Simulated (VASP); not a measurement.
BP:

```
CELL_PARAMETERS angstrom
0.00000 2.27417 2.27417
2.27417 0.00000 2.27417
2.27417 2.27417 0.00000
ATOMIC_POSITIONS crystal
B 0.50000 0.50000 0.50000
P 0.75000 0.75000 0.75000
```

Base run:

- Program: VASP 6.6.1
- Functional: PBE
- Potentials or basis: VASP PAW PBE potentials, release 64 (B, P)
- Cutoff: 520 eV
- k mesh: 10 × 10 × 10
- Occupations: gaussian, width 0.02 eV
- Spin: no spin polarisation

Its results: band gap on the k mesh 1.25 eV, indirect (least direct gap 3.39 eV); pressure -0.2 GPa.

Question: The run is repeated on the same cell with these changes: functional from PBE to r2SCAN; further incar settings from ALGO = Normal; EDIFF = 1e-07; NBANDS = 11 to ALGO = Normal; EDIFF = 1e-06; NBANDS = 11. What comes out?

Answer: Band gap on the k mesh 1.46 eV, indirect (least direct gap 3.63 eV); pressure -1.8 GPa.

Caveats: the PAW data sets were made with another functional, which shifts forces and pressure a little (some runs).

A k mesh can miss the band edges.
